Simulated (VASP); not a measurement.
**ZrB2: single point with PBE**

The system is ZrB2.

```
Zr B
1.0
     3.09253    0.00000    0.00000
     0.00000    3.13575    0.00000
     0.00000    0.00000    4.61085
Zr B
1 2
Direct
  0.50000 0.00000 0.00000
  0.50000 0.50000 0.50000
  0.50000 0.00000 0.50000
```

The cell was generated, and may not be a known phase.

- Program: VASP 6.6.1
- Task: single point
- Functional: PBE
- Potentials or basis: VASP PAW PBE potentials, release 64 (Zr_sv, B)
- Cutoff: 520 eV
- k mesh: 14 × 14 × 10
- Occupations: gaussian, width 0.1 eV
- Spin: no spin polarisation

```json
{
 "Pressure": "0.0 GPa",
 "Band gap on the k mesh": "zero (bands 9 and 10 overlap by 1.83 eV)"
}
```

Stress tensor (GPa, compression positive):
```
-0.03  0.00  0.00
 0.00  0.00  0.00
 0.00  0.00  0.12
```

Levels at points of the mesh, in eV from the Fermi level:
```csv
k point,band 5,band 6,band 7,band 8,band 9,band 10,band 11,band 12,band 13,band 14
"(0.00, 0.00, 0.00)",-10.82,-3.84,-2.78,-2.54,-1.11,0.43,2.83,3.12,4.30,4.61
"(0.50, 0.00, 0.00)",-9.43,-4.42,-3.49,-1.69,-0.84,-0.59,2.29,3.24,3.87,4.57
"(0.00, 0.50, 0.00)",-8.56,-7.86,-2.77,-0.89,0.95,2.04,3.16,3.53,3.82,4.83
"(0.50, 0.50, 0.00)",-7.52,-6.73,-2.60,-1.88,-0.88,0.43,1.37,1.96,5.02,6.07
"(0.00, 0.00, 0.50)",-9.93,-5.43,-4.19,-2.10,-0.99,-0.39,4.28,4.63,4.94,5.43
"(0.50, 0.00, 0.50)",-8.51,-5.04,-4.23,-3.82,-0.73,1.54,2.35,2.54,4.55,6.48
"(0.00, 0.50, 0.50)",-8.30,-7.55,-2.62,-1.06,-0.82,1.80,2.26,2.52,4.02,6.23
"(0.50, 0.50, 0.50)",-7.24,-6.47,-2.35,-1.93,-1.68,-0.51,0.60,2.81,4.29,5.67
```

It took 2 min on 1 thread of Intel(R) Xeon(R) Platinum 8488C (Sapphire Rapids), with other jobs on the host, peak memory 0.37 GiB.
